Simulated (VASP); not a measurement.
Wanted: the native input for a VASP 6.6.1 run.

| Quantity | Value |
| --- | --- |
| Task | relaxation of cell and atoms |
| Functional | PBEsol-based screened hybrid |
| Potentials or basis | VASP PAW PBE potentials, release 64 (Sb) |
| Cutoff | 600 eV |
| k mesh | 4 × 4 × 4 |
| Occupations | fermi-dirac, width 0.05 eV |
| Spin | no spin polarisation |
| Dipole correction | no |
| Grid for exact exchange (PRECFOCK) | Normal |
| Share of exact exchange | 0.25 |
| Further INCAR settings | ALGO = Normal; EDIFF = 1e-06; IBRION = 2; EDIFFG = -0.01; NSW = 60; ISIF = 3 |
| Screening parameter | 0.207 1/Å |

Sb:

```
Sb
1.0
     3.16000    0.00000    0.00000
     0.00000    3.16000    0.00000
     0.00000    0.00000    3.16000
Sb
1
Cartesian
  0.0000 0.0000 0.0000
```

The input as run:

POSCAR

```
Sb
1.0
    3.1600000000      0.0000000000      0.0000000000
    0.0000000000      3.1600000000      0.0000000000
    0.0000000000      0.0000000000      3.1600000000
Sb
1
Direct
    0.0000000000      0.0000000000      0.0000000000
```

INCAR.step1

```
SYSTEM = Sb
ALGO     = Normal         ! electronic algorithm
EDIFF    = 1E-5           ! SCF threshold, eV
ENCUT    = 600            ! plane-wave cutoff, eV
GGA      = PE             ! functional
ISMEAR   = -1             ! smearing method
LASPH    = .TRUE.         ! aspherical terms in the spheres
LCHARG   = .FALSE.        ! write CHGCAR
LREAL    = .FALSE.        ! projectors in reciprocal space
LWAVE    = .TRUE.         ! write WAVECAR
NBANDS   = 8              ! bands
NELM     = 100            ! most SCF steps
PREC     = Accurate       ! precision mode
SIGMA    = 0.05           ! smearing width, eV
```

INCAR.step2

```
SYSTEM = Sb
AEXX     = 0.25           ! exact-exchange fraction
ALGO     = Normal         ! electronic algorithm
EDIFF    = 1E-6           ! SCF threshold, eV
EDIFFG   = -0.01          ! ionic threshold
ENCUT    = 600            ! plane-wave cutoff, eV
GGA      = PS             ! functional
HFSCREEN = 0.207          ! screening, 1/A
IBRION   = 2              ! ionic algorithm
ISIF     = 3              ! what is computed and relaxed
ISMEAR   = -1             ! smearing method
ISTART   = 1            
LASPH    = .TRUE.         ! aspherical terms in the spheres
LCHARG   = .FALSE.        ! write CHGCAR
LHFCALC  = .TRUE.         ! exact exchange
LREAL    = .FALSE.        ! projectors in reciprocal space
LWAVE    = .FALSE.        ! write WAVECAR
NELM     = 100            ! most SCF steps
NSW      = 60             ! ionic steps
PREC     = Accurate       ! precision mode
PRECFOCK = Normal       
SIGMA    = 0.05           ! smearing width, eV
```

KPOINTS

```
k-points
0
G
  4 4 4
  0 0 0
```

Potentials or basis: VASP PAW PBE potentials, release 64 (Sb).

The run is started by

```sh
$ cat potpaw_PBE.64/Sb/POTCAR > POTCAR
$ cp INCAR.step1 INCAR
$ mpirun -np 1 vasp_std > vasp.out
$ cp INCAR.step2 INCAR
$ mpirun -np 1 vasp_std > vasp.out
```

Results of the run:

| Property | Result |
| --- | --- |
| Relaxed volume | 27.30 Å³/atom |
| Relaxed cell | a = 3.011 Å, b = 3.011 Å, c = 3.011 Å, α = 90.00°, β = 90.00°, γ = 90.00° |
| Space group after relaxing (to 0.05 Å) | Pm-3m (No. 221) |
| Energy gained by relaxing | 118.1 meV/atom |
| Ionic steps | 5 |
| Pressure after relaxing | -0.1 GPa |

Caveat: the k points lie up to 0.52 Å⁻¹ apart in the final cell; the PAW data sets were made with another functional, which shifts forces and pressure a little; the volume moved by -13 % from the deposited cell, more than functionals usually miss.

Wall time 2.8 min on 1 thread of Intel(R) Xeon(R) Platinum 8488C (Sapphire Rapids) (shared host), peak memory 0.27 GiB.
